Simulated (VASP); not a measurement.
Ga3Sn, 4 atoms in the cell. It takes space group I4/mmm (No. 139, tetragonal). Conventional cell: a = 5.001 Å, b = 5.001 Å, c = 6.933 Å, α = 90.00°, β = 90.00°, γ = 90.00°. Ga (site symmetry -4m2) has 10 Ga at 3.04 to 3.54 Å and 4 Sn at 3.04 Å within 4.0 Å. Within 4.0 Å of Ga (site symmetry 4/mmm) lie 8 Ga at 3.04 Å and 6 Sn at 3.47 to 3.54 Å. Within 4.0 Å of Sn (site symmetry 4/mmm) lie 14 Ga at 3.04 to 3.54 Å. 

* Program: VASP 6.6.1
* Task: single point
* Functional: PBEsol
* Dispersion: D4
* Potentials or basis: VASP PAW PBE potentials, release 64 (Ga_d, Sn_d)
* Cutoff: 500 eV
* k mesh: 9 × 9 × 9
* Occupations: fermi-dirac, width 0.15 eV
* Spin: no spin polarisation
* Dipole correction: no
* Further INCAR settings: ALGO = Normal; EDIFF = 1e-06; NBANDS = 34

Potentials or basis: VASP PAW PBE potentials, release 64 (Ga_d, Sn_d).

Launch:

```bash
$ cat potpaw_PBE.64/Ga_d/POTCAR potpaw_PBE.64/Sn_d/POTCAR > POTCAR
$ mpirun -np 1 vasp_std > vasp.out
```

Hardware: 1 thread of Intel Xeon 8259CL (shared host).

Question: Estimate the wall time of this run.

Answer: Run time: 3.5 min on 1 thread of Intel Xeon 8259CL, with other jobs on the host, peak memory 0.32 GiB. Counts: scf iterations 12, k points 75.
